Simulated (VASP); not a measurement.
# Ge in VASP: a series of runs, part 2 of 2

VASP 6.6.1. Earlier steps stand in the parts before.

## Step 3: Single point, LDA

This run uses another cell than the first one, of 196.13 Å³/atom, 1.033 times its volume.

The input, INCAR:

```
SYSTEM = Ge
PREC     = Accurate       ! precision mode
ENCUT    = 520            ! plane-wave cutoff, eV
EDIFF    = 1E-6           ! SCF threshold, eV
ISMEAR   = 0              ! smearing method
SIGMA    = 0.1            ! smearing width, eV
LREAL    = .FALSE.        ! projectors in reciprocal space
LASPH    = .TRUE.         ! aspherical terms in the spheres
NELM     = 80             ! most SCF steps
ALGO     = Normal         ! electronic algorithm
ISIF     = 2              ! what is computed and relaxed
LWAVE    = .FALSE.        ! write WAVECAR
LCHARG   = .FALSE.        ! write CHGCAR
LDIPOL   = .TRUE.       
IDIPOL   = 3            
DIPOL    = 0.5 0.5 0.500
NBANDS   = 21             ! bands
```

The input, KPOINTS:

```
regular mesh
0
G
  12 12 1
  0 0 0
```

The input, POSCAR:

```
Ge
1.0
    4.0220000000      0.0000000000      0.0000000000
   -2.0110000000      3.4831541740      0.0000000000
    0.0000000000      0.0000000000     28.0000000000
Ge
2
Direct
    0.3333333333      0.6666666667      0.5051071429
    0.6666666667      0.3333333333      0.4948928571
```

Potentials or basis: VASP PAW LDA potentials, release 64 (Ge_d).

The run is started by

```console
$ cat potpaw_LDA.64/Ge_d/POTCAR > POTCAR
$ mpirun -np 1 vasp_std > vasp.out
```

OUTCAR:

```text
SYSTEM = Ge
   PREC = Accurate
   ENCUT = 520
   EDIFF = 1E-6
   ISMEAR = 0
   LREAL = .FALSE.
   LASPH = .TRUE.
   NELM = 80
   ISIF = 2

 ion  position               nearest neighbor table
   1  0.333  0.667  0.505-   2 2.34   2 2.34   2 2.34
   2  0.667  0.333  0.495-   1 2.34   1 2.34   1 2.34

  LATTYP: Found a hexagonal cell.
 ALAT       =     4.0220000000
 C/A-ratio  =     6.9617105917

  Lattice vectors:

 A1 = (   4.0220000000,   0.0000000000,   0.0000000000)
 A2 = (  -2.0110000000,   3.4831541740,   0.0000000000)
 A3 = (   0.0000000000,   0.0000000000,  28.0000000000)

Analysis of symmetry for initial positions (statically):
=====================================================================
 Subroutine PRICEL returns:
 Original cell was already a primitive cell.

 Routine SETGRP: Setting up the symmetry group for a
 hexagonal supercell.

 Subroutine GETGRP returns: Found 12 space group operations
 (whereof 12 operations were pure point group operations)
 out of a pool of 24 trial point group operations.

The static configuration has the point symmetry D_3d.

Analysis of symmetry for dynamics (positions and initial velocities):
=====================================================================
 Subroutine PRICEL returns:
 Original cell was already a primitive cell.

 Routine SETGRP: Setting up the symmetry group for a
 hexagonal supercell.

 Subroutine GETGRP returns: Found 12 space group operations
 (whereof 12 operations were pure point group operations)
 out of a pool of 24 trial point group operations.

The dynamic configuration has the point symmetry D_3d.

 Subroutine INISYM returns: Found 12 space group operations
 (whereof 12 operations are pure point group operations),
 and found     1 'primitive' translations

[... 110 lines left out ...]
  Fermi-wavevector in a.u.,A,eV,Ry     =   0.679104  1.283321  6.274774  0.461183
  Thomas-Fermi vector in A             =   1.757204
   LORBIT       =      0    0 simple, 1 ext, 2 COOP (PROOUT), +10 PAW based schemes
   GGA     = CA    functional components
   LHFCALC =     F    Hartree Fock is set to
   AEXX    =    0.0000 exact exchange contribution
   IVDW    =     0    specifies the selected vdW correction
   LEPSILON=     F    determine dielectric tensor
   LRPA    =     F    only Hartree local field effects (RPA)
 non-spin polarized calculation
 Gauss-broadening in eV      SIGMA  =   0.10
  energy-cutoff  :      520.00
  volume of cell :      392.26
 maximum number of plane-waves:     10617
 NGX is ok and might be reduce to    30
   NGX = 15   NGY = 15   NGZ =105

 dipolmoment           0.000000      0.000000      0.000000 electrons x Angstroem

 number of electron      28.0000000 magnetization

 dipolmoment           0.000000      0.000000     -0.000000 electrons x Angstroem

 Free energy of the ion-electron system (eV)
  ---------------------------------------------------
  ext. energy  EPLUGINS =         0.00000000
  ---------------------------------------------------
  free energy    TOTEN  =        -9.03094068 eV

  energy without entropy =       -9.02969224  energy(sigma->0) =       -9.03031646

 E-fermi :  -3.5860     XC(G=0):  -1.6779

 val. band max:       -4.1049731735   @ k =   0.3333   0.2500   0.0000
 cond. band min:      -3.5383322406   @ k =   0.3333   0.3333   0.0000
 fundamental gap:      0.5666409329
 Fermi energy:        -3.5860273304

 k-point     1 :       0.0000    0.0000    0.0000
  band No.  band energies     occupation
      1     -28.7979      2.00000
      2     -28.7881      2.00000
      3     -28.7881      2.00000
      4     -28.7409      2.00000
      5     -28.7409      2.00000
      6     -28.5695      2.00000
[... 445 lines left out ...]
     20       3.4850      0.00000
     21       3.4850      0.00000

------------------------ aborting loop because EDIFF is reached ----------------------------------------

 vacuum level on the upper side and lower side of the slab       (xc-potential included)        -0.006        -0.006

  FORCE on cell =-STRESS in cart. coord.  units (eV):
  Direction    XX          YY          ZZ          XY          YZ          ZX
  --------------------------------------------------------------------------------------
  -------------------------------------------------------------------------------------
  Total       -0.4437121     -0.4437121      0.1203001      0.0000000      0.0000000      0.0000000
  in kB       -1.8123376     -1.8123376      0.4913647      0.0000000      0.0000000      0.0000000
  external PRESSURE =      -1.0444368 kB  Pullay stress =       0.0000000 kB

 VOLUME and BASIS-vectors are now :
 -----------------------------------------------------------------------------
  energy-cutoff  :      520.00
  volume of cell :      392.26
      direct lattice vectors                 reciprocal lattice vectors
     4.022000000  0.000000000  0.000000000     0.248632521  0.143548053  0.000000000
    -2.011000000  3.483154174  0.000000000     0.000000000  0.287096106  0.000000000
     0.000000000  0.000000000 28.000000000     0.000000000  0.000000000  0.035714286

 POSITION                                       TOTAL-FORCE (eV/Angst)
 -----------------------------------------------------------------------------------
     -0.00000      2.32210     14.14300        -0.000000      0.000000      0.469853
      2.01100      1.16105     13.85700         0.000000     -0.000000     -0.469853
 -----------------------------------------------------------------------------------
    total drift:                                0.000000      0.000000     -0.000000

  FREE ENERGIE OF THE ION-ELECTRON SYSTEM (eV)
  ---------------------------------------------------
  free  energy   TOTEN  =        -9.0309406831 eV

  energy  without entropy=       -9.0296922360  energy(sigma->0) =       -9.03031646

 vacuum level on the upper side and lower side of the slab         1.094         1.094
```

stdout:

```text
POSCAR found type information on POSCAR Ge
 POSCAR found :  1 types and       2 ions
 scaLAPACK will be used
 LDA part: xc-table for (Slater(with rela. corr.)+CA(PZ))
 , standard interpolation
 POSCAR, INCAR and KPOINTS ok, starting setup
 FFT: planning ... GRIDC
 FFT: planning ... GRID_SOFT
 FFT: planning ... GRID
 WAVECAR not read
 entering main loop
```

It took 3.8 min on 1 thread of Intel Xeon Platinum 8375C at 2.90GHz (Ice Lake), shared host; peak memory 0.4 GiB.

What came out:

```
Free energy            : -9.0309 eV
Largest force          : 0.470 eV/Å
Band gap on the k mesh : zero (band 14 reaches -3.54 eV, above the bottom of band 15 at -4.32 eV)
```

Forces on the atoms (eV/Å):
```
Ge   0.000  0.000  0.470
Ge   0.000  0.000 -0.470
```

## Step 4: Single point, LDA

This run uses another cell than the first one, of 196.13 Å³/atom, 1.033 times its volume.

The input, INCAR:

```
SYSTEM = Ge
PREC = Accurate ; ENCUT = 520
EDIFF = 1E-6 ; ISMEAR = 0
SIGMA = 0.1 ; LREAL = .FALSE.
LASPH = .TRUE. ; NELM = 100
ALGO = Normal ; ISIF = 2
LWAVE = .FALSE. ; LCHARG = .TRUE.
LDIPOL = .TRUE. ; IDIPOL = 3
DIPOL = 0.5 0.5 0.500 ; LELF = .TRUE.
LVHAR = .TRUE. ; LVACPOTAV = .TRUE.
NBANDS = 21
```

The input, KPOINTS:

```
Automatic mesh
0
G
  12 12 1
  0 0 0
```

The input, POSCAR:

```
Ge
1.0
    4.0220000000      0.0000000000      0.0000000000
   -2.0110000000      3.4831541740      0.0000000000
    0.0000000000      0.0000000000     28.0000000000
Ge
2
Direct
    0.3333333333      0.6666666667      0.5101964286
    0.6666666667      0.3333333333      0.4898035714
```

The run is started by

```console
$ cat potpaw_LDA.64/Ge_d/POTCAR > POTCAR
$ mpirun -np 1 vasp_std > vasp.out
```

It took 4 min on 1 thread of Intel Xeon Platinum 8375C at 2.90GHz (Ice Lake), shared host; peak memory 0.4 GiB.

Results (log left out):

| Property | Result |
| --- | --- |
| Free energy | -9.1358 eV |
| Largest force | 0.135 eV/Å |
| Band gap on the k mesh | zero (filled and empty bands touch) |
| Work function of the upper face | 4.71 eV |
| Work function of the lower face | 4.71 eV |

Forces on the atoms (eV/Å):
```
Ge   0.000  0.000  0.135
Ge   0.000  0.000 -0.135
```

Levels at points of the mesh, in eV from the Fermi level:
```csv
k point,band 10,band 11,band 12,band 13,band 14,band 15,band 16,band 17,band 18,band 19
"(0.00, 0.00, 0.00)",-24.55,-11.63,-3.44,-0.77,-0.77,0.06,2.52,3.71,3.71,4.46
"(0.50, 0.00, 0.00)",-24.48,-9.57,-7.71,-2.33,-1.14,0.72,1.27,5.61,6.40,7.11
```

## Step 5: Single point, LDA

This run uses another cell than the first one, of 196.13 Å³/atom, 1.033 times its volume.

The input, INCAR:

```
SYSTEM = Ge
ALGO     = Normal         ! electronic algorithm
DIPOL    = 0.5 0.5 0.500
EDIFF    = 1E-6           ! SCF threshold, eV
ENCUT    = 520            ! plane-wave cutoff, eV
GGA      = CA             ! functional
IDIPOL   = 3            
ISIF     = 2              ! what is computed and relaxed
ISMEAR   = 0              ! smearing method
LASPH    = .True.         ! aspherical terms in the spheres
LCHARG   = .True.         ! write CHGCAR
LDIPOL   = .True.       
LELF     = .True.         ! ELF
LREAL    = .False.        ! projectors in reciprocal space
LVACPOTAV= .True.       
LVHAR    = .True.       
LWAVE    = .False.        ! write WAVECAR
NBANDS   = 21             ! bands
NELM     = 60             ! most SCF steps
PREC     = Accurate       ! precision mode
SIGMA    = 0.1            ! smearing width, eV
```

The input, KPOINTS:

```
k-points
0
Gamma
  12 12 1
  0 0 0
```

The input, POSCAR:

```
Ge
1.0
    4.0220000000      0.0000000000      0.0000000000
   -2.0110000000      3.4831541740      0.0000000000
    0.0000000000      0.0000000000     28.0000000000
Ge
2
Direct
    0.3333333333      0.6666666667      0.5153035714
    0.6666666667      0.3333333333      0.4846964286
```

The run is started by

```console
$ cat potpaw_LDA.64/Ge_d/POTCAR > POTCAR
$ mpirun -np 1 vasp_std > vasp.out
```

It took 3.9 min on 1 thread of Intel Xeon Platinum 8375C at 2.90GHz (Ice Lake), shared host; peak memory 0.41 GiB.

It converged, with:

```yaml
Free_energy: -9.0202 eV
Largest_force: 0.994 eV/Å
Band_gap_on_the_k_mesh: zero (band 14 reaches -3.62 eV, above the bottom of band 15 at -3.75 eV)
```

Forces on the atoms (eV/Å):
```
Ge   0.000  0.000 -0.994
Ge   0.000  0.000  0.994
```

Levels at points of the mesh, in eV from the Fermi level:
```tsv
k point	band 12	band 13	band 14	band 15	band 16	band 17
(0.00, 0.00, 0.00)	-3.84	0.04	0.04	1.03	1.92	4.09
(0.50, 0.00, 0.00)	-7.10	-1.50	-1.28	0.52	2.00	5.13
```
